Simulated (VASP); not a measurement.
MnO2:

```
CELL_PARAMETERS angstrom
4.48189 0.00000 0.00000
0.00000 4.48189 0.00000
0.00000 0.00000 2.94617
ATOMIC_POSITIONS crystal
Mn 0.00000 0.00000 0.00000
Mn 0.50000 0.50000 0.50000
O 0.30400 0.30400 0.00000
O 0.69600 0.69600 0.00000
O 0.80400 0.19600 0.50000
O 0.19600 0.80400 0.50000
```

Base run:

```yaml
Program: VASP 6.6.1
Functional: RPBE
Potentials_or_basis: VASP PAW PBE potentials, release 64 (Mn_pv, O)
Cutoff: 600 eV
k_mesh: 4 × 4 × 6
Occupations: gaussian, width 0.0615 eV
Spin: collinear spin, antiferromagnetic start
Starting_moments: "[2.5, -2.5, 0.0, 0.0, 0.0, 0.0] μB"
Hubbard_terms: Mn d U = 2.34 eV
```

Its results: band gap on the k mesh 0.20 eV, direct; pressure -1.2 GPa; net moment 0.00 μB per cell; site moments Mn +2.88, -2.88; O -0.01, +0.01 μB; largest force 0.299 eV/Å.

Problem. The run is repeated on the same cell with these changes: functional from RPBE to LDA; potentials or basis from VASP PAW PBE potentials, release 64 (Mn_pv, O) to VASP PAW LDA potentials, release 64 (Mn_pv, O). What comes out?

Solution. Band gap on the k mesh zero (filled and empty bands touch); pressure -22.8 GPa; net moment 0.00 μB per cell; site moments Mn +2.79, -2.79; O -0.02, +0.02 μB; largest force 0.422 eV/Å.

Caveats: the PAW data sets were made with another functional, which shifts forces and pressure a little (some runs).

A k mesh can miss the band edges.
